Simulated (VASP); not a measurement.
Set up this calculation in VASP 6.6.1, as the native input.

```yaml
Task: relaxation of cell and atoms
Functional: PBE
Potentials_or_basis: VASP PAW PBE potentials, release 64 (Mn_pv, Sn_d)
Cutoff: 600 eV
k_mesh: 6 × 6 × 6
Occupations: gaussian, width 0.1 eV
Spin: collinear spin, ferromagnetic start
Starting_moments: "[3.4, 0.0, 0.0] μB"
Dipole_correction: no
Further_INCAR_settings: ALGO = Normal; EDIFF = 1e-06; IBRION = 2; EDIFFG = -0.04; NSW = 90; ISIF = 3
```

The structure of MnSn2 lies in POSCAR:

```
MnSn2
1.0
   -1.8172948218      1.8172948218      4.4580513597
    1.8172948218     -1.8172948218      4.4580513597
    1.8172948218      1.8172948218     -4.4580513597
Mn Sn
1 2
Direct
    0.0000000000      0.0000000000      0.0000000000
    0.6650000000      0.6650000000      0.0000000000
    0.3350000000      0.3350000000      0.0000000000
```

The input as run:

INCAR

```
SYSTEM = MnSn2
PREC = Accurate
ENCUT = 600
EDIFF = 1E-6
ISMEAR = 0
SIGMA = 0.1
LREAL = .FALSE.
LASPH = .TRUE.
NELM = 150
ALGO = Normal
ISIF = 3
LWAVE = .FALSE.
LCHARG = .FALSE.
ISPIN = 2
MAGMOM = 3.4 0 0
LORBIT = 11
LMAXMIX = 4
GGA = PE
IBRION = 2
NSW = 90
EDIFFG = -0.04
```

KPOINTS

```
Automatic mesh
0
G
  6 6 6
  0 0 0
```

Potentials or basis: VASP PAW PBE potentials, release 64 (Mn_pv, Sn_d).

Command:

```sh
$ cat potpaw_PBE.64/Mn_pv/POTCAR potpaw_PBE.64/Sn_d/POTCAR > POTCAR
$ mpirun -np 1 vasp_std > vasp.out
```

It gave:

```json
{
  "Relaxed volume": "21.93 Å³/atom",
  "Relaxed cell": "a = 6.164 Å, b = 6.164 Å, c = 6.164 Å, α = 147.94°, β = 147.94°, γ = 45.98°",
  "Space group after relaxing (to 0.05 Å)": "I4/mmm (No. 139)",
  "Energy gained by relaxing": "90.6 meV/atom",
  "Ionic steps": "15",
  "Pressure after relaxing": "0.0 GPa",
  "Largest force after relaxing": "0.017 eV/Å",
  "Net moment": "3.07 μB per cell",
  "Site moments": "Mn +3.27; Sn -0.09 μB",
  "Valence electrons inside the program's atomic spheres": "Mn 11.52; Sn 12.24"
}
```

Caveat: the k points lie up to 0.43 Å⁻¹ apart in the final cell.

It took 55 min on 1 thread of Intel(R) Xeon(R) Platinum 8488C (Sapphire Rapids) (shared host), peak memory 0.37 GiB.
